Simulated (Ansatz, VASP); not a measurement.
**Pd: VASP beside Ansatz**

POSCAR

```
Pd
1.0
    0.0000000000      1.9567730079      1.9567730079
    1.9567730079      0.0000000000      1.9567730079
    1.9567730079      1.9567730079      0.0000000000
Pd
1
Direct
    0.0000000000      0.0000000000      0.0000000000
```

File INCAR.step1:

```
SYSTEM = Pd
ALGO = Normal ; EDIFF = 1E-4
ENCUT = 520 ; GGA = PE
ISMEAR = -1 ; ISPIN = 2
LASPH = .TRUE. ; LCHARG = .FALSE.
LMAXMIX = 4 ; LREAL = .FALSE.
LWAVE = .TRUE. ; MAGMOM = 0.436
NBANDS = 15 ; NELM = 150
PREC = Accurate ; SIGMA = 0.05
```

The input INCAR.step2:

```
SYSTEM = Pd
ALGO = Normal ; EDIFF = 1E-6
ENCUT = 520 ; ISIF = 2
ISMEAR = -1 ; ISPIN = 2
ISTART = 1 ; LASPH = .TRUE.
LCHARG = .FALSE. ; LMAXMIX = 4
LMIXTAU = .TRUE. ; LORBIT = 11
LREAL = .FALSE. ; LWAVE = .FALSE.
MAGMOM = 0.436 ; METAGGA = R2SCAN
NBANDS = 15 ; NELM = 150
PREC = Accurate ; SIGMA = 0.05
```

KPOINTS

```
k-points
0
G
  8 8 8
  0 0 0
```

Input for Ansatz:

```yaml
crystal:
  lattice:
    - [0.0, 1.9567730079, 1.9567730079]
    - [1.9567730079, 0.0, 1.9567730079]
    - [1.9567730079, 1.9567730079, 0.0]
  atoms:
    - { symbol: Pd, position: [0.0, 0.0, 0.0], spin: 0.436 }
hamiltonian:
  xc: r2scan
  pseudopotentials:
    kind: paw
    azcp:
      Pd: "pseudopotentials/Pd.paw.azcp"
basis:
  ecutwfc: 500
  fft_grid_basis: typed
kpoints:
  mp_grid: { grid: [8, 8, 8], shift: [0, 0, 0] }
magnetization:
  spin_polarized: true
scf:
  occupations: { method: fermi_dirac, width: 0.05 }
  lower_state_search: "off"
output:
  stress: true
```

Alike in both runs: task single point; functional r2SCAN; k mesh 8 × 8 × 8; occupations fermi-dirac, width 0.05 eV; collinear spin.

|  | VASP | Ansatz |
| --- | --- | --- |
| version | VASP 6.6.1 | Ansatz 0.2.0 |
| potentials or method | VASP PAW PBE potentials, release 64 (Pd), cutoff 520 eV | plane waves (500 eV) with PAW, scalar-relativistic |
| valence electrons in the cell | 10 | 18 |

```tsv
	VASP	Ansatz	Ansatz less VASP
pressure (GPa)	0.6	0.2	-0.46
net moment per atom (μB)	0.00	0.30	+0.297
size of the moment on the site where the two differ most (μB)	0.00	0.31	+0.311
```

The net moments are unlike, so the other rows may belong to different states. VASP's potentials were made for PBE, not for r2SCAN. Site moments also hang on the region over which each program counts them. VASP's potentials hold 10 valence electrons a cell and Ansatz's 18, so a difference there can come from the potentials and not from the codes. Ansatz's warnings: stability check not made.
